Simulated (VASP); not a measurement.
A run of VASP 6.6.1:

The input INCAR:

```
PREC = Accurate
ENCUT = 600
EDIFF = 1E-6
ISMEAR = -1
SIGMA = 0.08
LREAL = F
LASPH = T
NELM = 150
ALGO = Normal
ISIF = 3
LWAVE = F
LCHARG = F
ISPIN = 2
MAGMOM = 4
LORBIT = 11
LMAXMIX = 4
GGA = PE
IBRION = 2
NSW = 100
EDIFFG = -0.005
```

Contents of KPOINTS:

```
regular mesh
0
Gamma
  16 16 16
```

File POSCAR:

```
Mn
1.0
    0.0000000000      1.7717639764      1.7717639764
    1.7717639764      0.0000000000      1.7717639764
    1.7717639764      1.7717639764      0.0000000000
Mn
1
Direct
    0.0000000000      0.0000000000      0.0000000000
```

Potentials or basis: VASP PAW PBE potentials, release 64 (Mn_pv).

Run with:

```sh
$ cat potpaw_PBE.64/Mn_pv/POTCAR > POTCAR
$ mpirun -np 1 vasp_std > vasp.out
```

Hardware: 1 thread of Intel(R) Xeon(R) Platinum 8375C CPU @ 2.90GHz (Ice Lake), with other jobs on the host.

Question: How long does it take, and how much memory?

Answer: Wall time 81 s on 1 thread of Intel(R) Xeon(R) Platinum 8375C CPU @ 2.90GHz (Ice Lake), with other jobs on the host, peak memory 0.17 GiB. Counts: scf iterations 37, k points 145, ion steps 4.
